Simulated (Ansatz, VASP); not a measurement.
## One calculation of As, two programs

The input INCAR:

```
  ALGO = Normal
  EDIFF = 1E-7
  ENCUT = 520
  GGA = PE
  ISIF = 2
  ISMEAR = -1
  LASPH = T
  LCHARG = T
  LELF = T
  LREAL = F
  LVHAR = T
  LWAVE = F
  NBANDS = 12
  NELM = 100
  PREC = Accurate
  SIGMA = 0.1
```

KPOINTS

```
k-points
0
Gamma
  10 10 10
```

Contents of POSCAR:

```
As
1.0
    0.0000000000      3.1375245037      3.1375245037
    3.1375245037      0.0000000000      3.1375245037
    3.1375245037      3.1375245037      0.0000000000
As
2
Direct
    0.1250000000      0.1250000000      0.1250000000
    0.8750000000      0.8750000000      0.8750000000
```

Input for Ansatz:

```yaml
crystal:
  lattice:
    - [0.0, 3.1375245037, 3.1375245037]
    - [3.1375245037, 0.0, 3.1375245037]
    - [3.1375245037, 3.1375245037, 0.0]
  atoms:
    - { symbol: As, position: [0.125, 0.125, 0.125] }
    - { symbol: As, position: [0.875, 0.875, 0.875] }
hamiltonian:
  xc: pbe
  pseudopotentials:
    kind: paw
    azcp:
      As: "pseudopotentials/As.paw.azcp"
basis:
  ecutwfc: 420
  fft_grid_basis: typed
kpoints:
  mp_grid: { grid: [10, 10, 10], shift: [0, 0, 0] }
magnetization:
  spin_polarized: false
scf:
  occupations: { method: fermi_dirac, width: 0.1 }
  lower_state_search: "off"
output:
  stress: true
```

Alike in both runs: task single point; functional PBE; k mesh 10 × 10 × 10; occupations fermi-dirac, width 0.1 eV; no spin polarisation.

|  | VASP | Ansatz |
| --- | --- | --- |
| version | VASP 6.6.1 | Ansatz 0.2.0 |
| potentials or method | VASP PAW PBE potentials, release 64 (As), cutoff 520 eV | plane waves (420 eV) with PAW, scalar-relativistic |
| valence electrons in the cell | 10 | 30 |

|  | VASP | Ansatz | Ansatz less VASP |
| --- | --- | --- | --- |
| pressure (GPa) | -3.1 | -3.2 | -0.06 |

The functional is the same, so the differences come from potentials, cutoffs and numerics. VASP's potentials hold 10 valence electrons a cell and Ansatz's 30, so a difference there can come from the potentials and not from the codes.
